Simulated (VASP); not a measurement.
# CuO (Cccm) in VASP: a series of runs

Runs on CuO. Level: PBE. Tasks: relaxation of cell and atoms, single point.

Program: VASP 6.6.1. These are calculated values, not measurements. Logs are shortened: lines on timing, memory, paths and dates and some standing lists are left out, and cuts for length are marked.

**1. The cell of the first run**

It takes space group Cccm (No. 66, orthorhombic). Conventional cell: a = 4.111 Å, b = 4.119 Å, c = 5.111 Å, α = 90.00°, β = 90.00°, γ = 90.00°. Cu (site symmetry 2/m) has 4 O at 1.94 Å within 2.6 Å. Within 2.6 Å of O (site symmetry 222) lie 4 Cu at 1.94 Å and 2 O at 2.56 Å.

**2. Relaxation of cell and atoms, PBE, target pressure 5 GPa, at which the enthalpy is minimised**

INCAR

```
SYSTEM = CuO
PREC = Accurate
ENCUT = 600
EDIFF = 1E-7
ISMEAR = 0
SIGMA = 0.1
LREAL = .False.
LASPH = .True.
NELM = 80
ALGO = Normal
ISIF = 3
LWAVE = .False.
LCHARG = .False.
GGA = PE
IBRION = 2
NSW = 70
EDIFFG = -0.008
PSTRESS = 50.0
```

KPOINTS

```
regular mesh
0
Gamma
  14 14 8
  0 0 0
```

POSCAR

```
CuO
1.0
    2.0554564165     -2.0593232900      0.0000000000
    2.0554564165      2.0593232900      0.0000000000
    0.0000000000      0.0000000000      5.1106516392
Cu O
2 2
Direct
    0.0000000000      0.5000000000      0.0000000000
    0.5000000000      0.0000000000      0.5000000000
    0.5000000000      0.5000000000      0.2500000000
    0.5000000000      0.5000000000      0.7500000000
```

Potentials or basis: VASP PAW PBE potentials, release 64 (Cu, O).

The run is started by

```bash
> cat potpaw_PBE.64/Cu/POTCAR potpaw_PBE.64/O/POTCAR > POTCAR
> mpirun -np 1 vasp_std > vasp.out
```

OUTCAR:

```text
SYSTEM = CuO
   PREC = Accurate
   ENCUT = 600
   EDIFF = 1E-7
   ISMEAR = 0
   LREAL = .False.
   LASPH = .True.
   NELM = 80
   ISIF = 3
   GGA = PE
   IBRION = 2
   NSW = 70
   EDIFFG = -0.008
   PSTRESS = 50.0

 ion  position               nearest neighbor table
   1  0.000  0.500  0.000-   3 1.94   4 1.94   3 1.94   4 1.94
   2  0.500  0.000  0.500-   3 1.94   4 1.94   3 1.94   4 1.94
   3  0.500  0.500  0.250-   1 1.94   2 1.94   2 1.94   1 1.94
   4  0.500  0.500  0.750-   1 1.94   2 1.94   2 1.94   1 1.94

  LATTYP: Found a base centered orthorhombic cell.
 ALAT       =     4.1109128330
 B/A-ratio  =     1.0018812724
 C/A-ratio  =     1.2431914387

  Lattice vectors:

 A1 = (   2.0554564165,  -2.0593232900,   0.0000000000)
 A2 = (   2.0554564165,   2.0593232900,   0.0000000000)
 A3 = (   0.0000000000,   0.0000000000,   5.1106516392)

Analysis of symmetry for initial positions (statically):
=====================================================================
 Subroutine PRICEL returns:
 Original cell was already a primitive cell.

 Routine SETGRP: Setting up the symmetry group for a
 base centered orthorhombic supercell.

 Subroutine GETGRP returns: Found  8 space group operations
 (whereof  4 operations were pure point group operations)
 out of a pool of  8 trial point group operations.

The static configuration has the point symmetry C_2h.
 The point group associated with its full space group is D_2h.

Analysis of symmetry for dynamics (positions and initial velocities):
=====================================================================
 Subroutine PRICEL returns:
 Original cell was already a primitive cell.

 Routine SETGRP: Setting up the symmetry group for a
 base centered orthorhombic supercell.

 Subroutine GETGRP returns: Found  8 space group operations
 (whereof  4 operations were pure point group operations)
 out of a pool of  8 trial point group operations.

The dynamic configuration has the point symmetry C_2h.
 The point group associated with its full space group is D_2h.

 Subroutine INISYM returns: Found  8 space group operations
 (whereof  4 operations are pure point group operations),
 and found     1 'primitive' translations

----------------------------------------------------------------------------------------

[... 99 lines left out ...]
   NSW    =     70    number of steps for IOM
   IBRION =      2    ionic relax: 0-MD 1-quasi-New 2-CG
   NFREE  =      1    steps in history (QN), initial steepest desc. (CG)
   ISIF   =      3    stress and relaxation
   ISYM   =      2    0-nonsym 1-usesym 2-fastsym
   POTIM  = 0.5000    time-step for ionic-motion
   TEBEG  =    0.0;   TEEND  =   0.0 temperature during run
   PSTRESS=   50.0 pullay stress
   NELECT =      34.0000    total number of electrons
   NUPDOWN=      -1.0000    fix difference up-down
   EMIN   =  10.00;   EMAX   =-10.00  energy-range for DOS
   EFERMI =   0.00;   METHOD = LEGACY
   ISMEAR =     0;   SIGMA  =   0.10  broadening in eV -4-tet -1-fermi 0-gaus
   EFERMI_NEDOS =   21; number of points for ismear=-14 and -15
   IALGO  =     38    algorithm
   IMIX   =      4    mixing-type and parameters
     AMIX     =   0.40;   BMIX     =  1.00
     AMIX_MAG =   1.60;   BMIX_MAG =  1.00
  volume/ion in A,a.u.               =      10.82        72.99
  Fermi-wavevector in a.u.,A,eV,Ry     =   1.510734  2.854874 31.052826  2.282318
  Thomas-Fermi vector in A             =   2.620885
   LORBIT       =      0    0 simple, 1 ext, 2 COOP (PROOUT), +10 PAW based schemes
   GGA     = PE    functional components
   LHFCALC =     F    Hartree Fock is set to
   AEXX    =    0.0000 exact exchange contribution
   IVDW    =     0    specifies the selected vdW correction
   LEPSILON=     F    determine dielectric tensor
   LRPA    =     F    only Hartree local field effects (RPA)
 conjugate gradient relaxation of ions
 non-spin polarized calculation
 Gauss-broadening in eV      SIGMA  =   0.10
  energy-cutoff  :      600.00
  volume of cell :       43.27
 maximum number of plane-waves:      1468
   NGX = 11   NGY = 11   NGZ = 21

--------------------------------------- Ionic step        1  -------------------------------------------

 number of electron      33.9999973 magnetization

 Free energy of the ion-electron system (eV)
  ---------------------------------------------------
  ext. energy  EPLUGINS =         0.00000000
  ---------------------------------------------------
  free energy    TOTEN  =       -19.70752177 eV

  energy without entropy =      -19.69467183  energy(sigma->0) =      -19.70109680

------------------------ aborting loop because EDIFF is reached ----------------------------------------

  FORCE on cell =-STRESS in cart. coord.  units (eV):
  Direction    XX          YY          ZZ          XY          YZ          ZX
  --------------------------------------------------------------------------------------
  -------------------------------------------------------------------------------------
  Total        1.4864187      1.4829020      1.9734626      0.0000000      0.0000000      0.0000000
  in kB       55.0443400     54.9141090     73.0803149      0.0000000      0.0000000      0.0000000
  external PRESSURE =      11.0129213 kB  Pullay stress =      50.0000000 kB
[... 147 lines left out ...]
--------------------------------------- Ionic step        5  -------------------------------------------

 number of electron      33.9999978 magnetization

 Free energy of the ion-electron system (eV)
  ---------------------------------------------------
  ext. energy  EPLUGINS =         0.00000000
  ---------------------------------------------------
  free energy    TOTEN  =       -19.71428828 eV

  energy without entropy =      -19.70137825  energy(sigma->0) =      -19.70783326

 E-fermi :   5.1555     XC(G=0): -11.4357

 val. band max:        5.1540732817   @ k =  -0.4286   0.0714   0.1250
 cond. band min:       5.1574307798   @ k =  -0.4286   0.2857   0.3750
 fundamental gap:      0.0033574981
 Fermi energy:         5.1555399465

 k-point     1 :       0.0000    0.0000    0.0000
  band No.  band energies     occupation
      1     -14.8085      2.00000
      2     -13.4881      2.00000
      3      -3.1412      2.00000
      4      -0.3795      2.00000
      5      -0.3760      2.00000
      6       1.3097      2.00000
[... 565 lines left out ...]
     20      10.6440      0.00000
     21      14.1449      0.00000

 [... further k-points ...]

------------------------ aborting loop because EDIFF is reached ----------------------------------------

  FORCE on cell =-STRESS in cart. coord.  units (eV):
  Direction    XX          YY          ZZ          XY          YZ          ZX
  --------------------------------------------------------------------------------------
  -------------------------------------------------------------------------------------
  Total        1.3586376      1.3552290      1.3592364      0.0000000      0.0000000      0.0000000
  in kB       50.1402603     50.0144662     50.1623598      0.0000000      0.0000000      0.0000000
  external PRESSURE =       0.1056954 kB  Pullay stress =      50.0000000 kB
[... 23 lines left out ...]
  energy  without entropy=      -19.7013782525  energy(sigma->0) =      -19.70783326

  enthalpy is  TOTEN    =       -18.3594513111 eV   P V=        1.3548369652

 reached required accuracy - stopping structural energy minimisation
```

OSZICAR:

```text
N       E                     dE             d eps       ncg     rms          rms(c)
DAV:   1     0.328768246848E+03    0.32877E+03   -0.18506E+04 12226   0.281E+03
DAV:   2     0.251695872270E+02   -0.30360E+03   -0.28806E+03 12195   0.463E+02
DAV:   3    -0.238377542497E+02   -0.49007E+02   -0.46516E+02 16473   0.206E+02
DAV:   4    -0.259871572779E+02   -0.21494E+01   -0.21202E+01 16318   0.437E+01
[... 48 lines left out ...]
DAV:   4    -0.197143207885E+02    0.26242E-03   -0.43684E-04 18645   0.721E-01    0.491E-02
DAV:   5    -0.197142923001E+02    0.28488E-04   -0.16427E-04 18727   0.179E-01    0.160E-02
DAV:   6    -0.197142883532E+02    0.39468E-05   -0.15731E-05 19959   0.721E-02    0.440E-03
DAV:   7    -0.197142883296E+02    0.23572E-07   -0.22079E-06 17891   0.204E-02    0.135E-03
DAV:   8    -0.197142882763E+02    0.53364E-07   -0.10350E-07  7890   0.108E-02
   5 F= -.18359451E+02 E0= -.18352996E+02  d E =-.549445E-03
```

CONTCAR:

```text
CuO
   1.00000000000000
     2.0509680647711406   -2.0545458548424032    0.0000000000000000
     2.0509680647711406    2.0545458548424032    0.0000000000000000
     0.0000000000000000    0.0000000000000000    5.1513716441906885
  Cu              O
     2     2
Direct
     0.0000000000000000    0.5000000000000000    0.0000000000000000
     0.5000000000000000    0.0000000000000000    0.5000000000000000
     0.5000000000000000    0.5000000000000000    0.2500000000000000
     0.5000000000000000    0.5000000000000000    0.7500000000000000

  0.00000000E+00  0.00000000E+00  0.00000000E+00
  0.00000000E+00  0.00000000E+00  0.00000000E+00
  0.00000000E+00  0.00000000E+00  0.00000000E+00
  0.00000000E+00  0.00000000E+00  0.00000000E+00
```

It took 7 min on 1 thread of Intel Xeon 6975P-C (Granite Rapids), shared host; peak memory 0.38 GiB.

Results:

```
Free energy                                                : -19.7143 eV
Relaxed volume                                             : 10.85 Å³/atom
Relaxed cell                                               : a = 2.903 Å, b = 2.903 Å, c = 5.151 Å, α = 90.00°, β = 90.00°, γ = 90.10°
Space group after relaxing (to 0.1 Å)                      : P4_2/mmc (No. 131)
Energy change on relaxing (the run minimises the enthalpy) : -1.7 meV/atom
Ionic steps                                                : 5
Pressure after relaxing                                    : 5.0 GPa
Band gap on the k mesh                                     : zero (bands 17 and 18 overlap by 1.16 eV)
```

The path:
```
step  energy change (eV)  largest force (eV/Å)  pressure (GPa)  volume (Å³)
   1              0.0000                0.0000            6.10        43.27
   2             -0.0156                0.0000            3.98        43.73
   3             -0.0107                0.0000            4.74        43.56
   4             -0.0091                0.0000            4.86        43.49
   5             -0.0068                0.0000            5.01        43.41
```

Final structure:
```cif
data_structure
_symmetry_space_group_name_H-M 'P 1'
_symmetry_Int_Tables_number 1
_cell_length_a 2.9030
_cell_length_b 2.9030
_cell_length_c 5.1514
_cell_angle_alpha 90.000
_cell_angle_beta 90.000
_cell_angle_gamma 90.100
_cell_volume 43.41
loop_
_atom_site_label
_atom_site_type_symbol
_atom_site_fract_x
_atom_site_fract_y
_atom_site_fract_z
_atom_site_occupancy
Cu1 Cu 0.00000 0.50000 0.00000 1
Cu2 Cu 0.50000 0.00000 0.50000 1
O1 O 0.50000 0.50000 0.25000 1
O2 O 0.50000 0.50000 0.75000 1
```

Caveat: the cell is relaxed towards a set pressure, so the run minimises the enthalpy, not the energy; semilocal functionals often make such compounds metallic where correlation or magnetic order opens a gap, which also shifts bond lengths. With open d or f shells a metallic result of PBE can be an artefact of self-interaction; +U or a hybrid may open a gap.

**3. Single point, PBE (9.85 Å³/atom)**

This run uses another cell than the first one, of 9.85 Å³/atom.

INCAR

```
SYSTEM = CuO
PREC = Accurate
ENCUT = 520
EDIFF = 1E-7
ISMEAR = 0
SIGMA = 0.1
LREAL = .FALSE.
LASPH = .TRUE.
NELM = 100
ALGO = Normal
ISIF = 2
LWAVE = .FALSE.
LCHARG = .FALSE.
GGA = PE
NBANDS = 25
```

KPOINTS

```
Automatic mesh
0
G
  14 14 8
  0 0 0
```

POSCAR

```
CuO
1.0
    1.9555167876     -1.9618142925      0.0000000000
    1.9555167876      1.9618142925      0.0000000000
    0.0000000000      0.0000000000      5.1369737547
Cu O
2 2
Direct
    0.0000000000      0.5000000000      0.0000000000
    0.5000000000      0.0000000000      0.5000000000
    0.5000000000      0.5000000000      0.2500000000
    0.5000000000      0.5000000000      0.7500000000
```

Potentials or basis: VASP PAW PBE potentials, release 64 (Cu, O).

The run is started by

```bash
> cat potpaw_PBE.64/Cu/POTCAR potpaw_PBE.64/O/POTCAR > POTCAR
> mpirun -np 1 vasp_std > vasp.out
```

Wall time 2.3 min (1 thread of Intel Xeon Platinum 8559C (Emerald Rapids), shared host); peak memory 0.33 GiB.

The run converged. Its results:

```yaml
Free_energy: -19.3691 eV
Pressure: 23.3 GPa
Band_gap_on_the_k_mesh: zero (bands 17 and 18 overlap by 1.18 eV)
```

Stress tensor (GPa, compression positive):
```
22.98  0.00  0.00
 0.00 23.04  0.00
 0.00  0.00 23.87
```

Levels at points of the mesh, in eV from the Fermi level:
```tsv
k point	band 14	band 15	band 16	band 17	band 18	band 19	band 20	band 21
(0.00, 0.00, 0.00)	-2.70	-2.62	-2.41	0.67	0.68	1.74	6.40	7.63
(0.50, 0.00, 0.00)	-2.22	-1.78	-1.69	0.24	0.42	3.17	6.42	7.04
(0.50, 0.50, 0.00)	-2.59	-1.69	-1.28	-1.27	1.31	1.96	7.07	10.42
(0.00, 0.00, 0.50)	-2.66	-1.71	-1.71	0.03	0.03	3.85	3.85	11.74
(0.50, 0.00, 0.50)	-2.72	-2.23	-2.03	-0.05	0.69	4.07	6.26	8.62
(0.50, 0.50, 0.50)	-2.34	-1.53	-1.53	-0.43	-0.43	3.88	3.88	11.73
```

Caveat: the cell stands under pressure; semilocal functionals often make such compounds metallic where correlation or magnetic order opens a gap, which also shifts bond lengths.

**4. Single point, PBE (10.19 Å³/atom)**

This run uses another cell than the first one, of 10.19 Å³/atom.

INCAR: that of step 3 with these lines changed.

```diff
@@ -12,4 +12,6 @@
 LWAVE = .FALSE.
-LCHARG = .FALSE.
+LCHARG = .TRUE.
 GGA = PE
+LELF = .TRUE.
+LVHAR = .TRUE.
 NBANDS = 25
```

KPOINTS is that of step 3.

POSCAR

```
CuO
1.0
    1.9904978095     -1.9948588908      0.0000000000
    1.9904978095      1.9948588908      0.0000000000
    0.0000000000      0.0000000000      5.1322951639
Cu O
2 2
Direct
    0.0000000000      0.5000000000      0.0000000000
    0.5000000000      0.0000000000      0.5000000000
    0.5000000000      0.5000000000      0.2500000000
    0.5000000000      0.5000000000      0.7500000000
```

The run is started by

```bash
> cat potpaw_PBE.64/Cu/POTCAR potpaw_PBE.64/O/POTCAR > POTCAR
> mpirun -np 1 vasp_std > vasp.out
```

Wall time 2.4 min (1 thread of Intel Xeon Platinum 8559C (Emerald Rapids), shared host); peak memory 0.35 GiB.

It converged, with:

| Property | Result |
| --- | --- |
| Free energy | -19.5343 eV |
| Pressure | 16.4 GPa |
| Band gap on the k mesh | zero (bands 17 and 18 overlap by 1.16 eV) |

Stress tensor (GPa, compression positive):
```
16.10  0.00  0.00
 0.00 16.12  0.00
 0.00  0.00 16.87
```

Levels at points of the mesh, in eV from the Fermi level:
```
           k point  band 13  band 14  band 15  band 16  band 17  band 18  band 19  band 20  band 21  band 22
(0.00, 0.00, 0.00)    -2.67    -2.62    -2.53    -2.25     0.67     0.67     1.63     6.29     7.54    14.04
(0.50, 0.00, 0.00)    -2.44    -2.13    -1.73    -1.65     0.23     0.43     3.33     6.24     6.89    11.41
(0.50, 0.50, 0.00)    -2.53    -2.53    -1.67    -1.27    -1.27     1.25     1.99     7.10    10.27    10.32
(0.00, 0.00, 0.50)    -2.57    -2.57    -1.67    -1.67     0.05     0.05     3.73     3.73    11.74    11.74
(0.50, 0.00, 0.50)    -2.65    -2.62    -2.19    -1.98    -0.09     0.68     4.15     6.14     8.53     9.58
(0.50, 0.50, 0.50)    -2.21    -2.21    -1.51    -1.51    -0.46    -0.46     3.90     3.90    11.41    11.41
```

Caveat: the cell stands under pressure; semilocal functionals often make such compounds metallic where correlation or magnetic order opens a gap, which also shifts bond lengths. With open d or f shells a metallic result of PBE can be an artefact of self-interaction; +U or a hybrid may open a gap.

**5. Single point, PBE (10.53 Å³/atom)**

This run uses another cell than the first one, of 10.53 Å³/atom.

INCAR

```
ALGO     = Normal         # electronic algorithm
EDIFF    = 1E-6           # SCF threshold, eV
ENCUT    = 520            # plane-wave cutoff, eV
GGA      = PE             # functional
ISIF     = 2              # what is computed and relaxed
ISMEAR   = 0              # smearing method
LASPH    = True           # aspherical terms in the spheres
LCHARG   = False          # write CHGCAR
LREAL    = False          # projectors in reciprocal space
LWAVE    = False          # write WAVECAR
NBANDS   = 25             # bands
NELM     = 80             # most SCF steps
PREC     = Accurate       # precision mode
SIGMA    = 0.1            # smearing width, eV
```

KPOINTS

```
k-points
0
Gamma
  14 14 8
```

POSCAR

```
CuO
1.0
    2.0231282610     -2.0269710258      0.0000000000
    2.0231282610      2.0269710258      0.0000000000
    0.0000000000      0.0000000000      5.1333516241
Cu O
2 2
Direct
    0.0000000000      0.5000000000      0.0000000000
    0.5000000000      0.0000000000      0.5000000000
    0.5000000000      0.5000000000      0.2500000000
    0.5000000000      0.5000000000      0.7500000000
```

The run is started by

```bash
> cat potpaw_PBE.64/Cu/POTCAR potpaw_PBE.64/O/POTCAR > POTCAR
> mpirun -np 1 vasp_std > vasp.out
```

Run time: 2.2 min. Hardware: 1 thread of Intel Xeon Platinum 8559C (Emerald Rapids), shared host; peak memory 0.35 GiB.

It converged, with:

```
Free energy            : -19.6459 eV
Pressure               : 10.4 GPa
Band gap on the k mesh : zero (bands 17 and 18 overlap by 1.15 eV)
```

Stress tensor (GPa, compression positive):
```
10.20  0.00  0.00
 0.00 10.20  0.00
 0.00  0.00 10.84
```

Levels at points of the mesh, in eV from the Fermi level:
```tsv
k point	band 14	band 15	band 16	band 17	band 18	band 19	band 20	band 21
(0.00, 0.00, 0.00)	-2.53	-2.44	-2.12	0.67	0.67	1.54	6.20	7.44
(0.50, 0.00, 0.00)	-2.04	-1.68	-1.60	0.22	0.44	3.48	6.09	6.73
(0.50, 0.50, 0.00)	-2.47	-1.65	-1.25	-1.25	1.19	2.04	7.14	10.11
(0.00, 0.00, 0.50)	-2.48	-1.64	-1.64	0.07	0.07	3.63	3.63	11.71
(0.50, 0.00, 0.50)	-2.52	-2.14	-1.93	-0.13	0.68	4.22	6.04	8.43
(0.50, 0.50, 0.50)	-2.10	-1.49	-1.49	-0.49	-0.49	3.93	3.93	11.03
```

Caveat: the cell stands under pressure; semilocal functionals often make such compounds metallic where correlation or magnetic order opens a gap, which also shifts bond lengths.

**6. Overview**

```tsv
task	cell	cutoff (eV)	gap on the mesh (eV)	pressure (GPa)
relaxation of cell and atoms	relaxed to 5 GPa from a = 2.910, b = 2.910, c = 5.111 Å, angles 90.0, 90.0, 90.1°, 4 atoms	600	none	5.0
single point	a = 2.770, b = 2.770, c = 5.137 Å, angles 90.0, 90.0, 90.2°, 4 atoms	520	none	23.3
single point	a = 2.818, b = 2.818, c = 5.132 Å, angles 90.0, 90.0, 90.1°, 4 atoms	520	none	16.4
single point	a = 2.864, b = 2.864, c = 5.133 Å, angles 90.0, 90.0, 90.1°, 4 atoms	520	none	10.4
```

Alike in all rows: level PBE; potentials or basis VASP PAW PBE potentials, release 64 (Cu, O); no spin polarisation; k mesh 14 × 14 × 8; smearing gaussian 0.1 eV.

Caveats: semilocal functionals often make such compounds metallic where correlation or magnetic order opens a gap, which also shifts bond lengths; the cell stands under pressure (at least some runs); the cell is relaxed towards a set pressure, so the run minimises the enthalpy, not the energy (at least some runs).

Absolute energies hang on the potentials; compare differences alone.
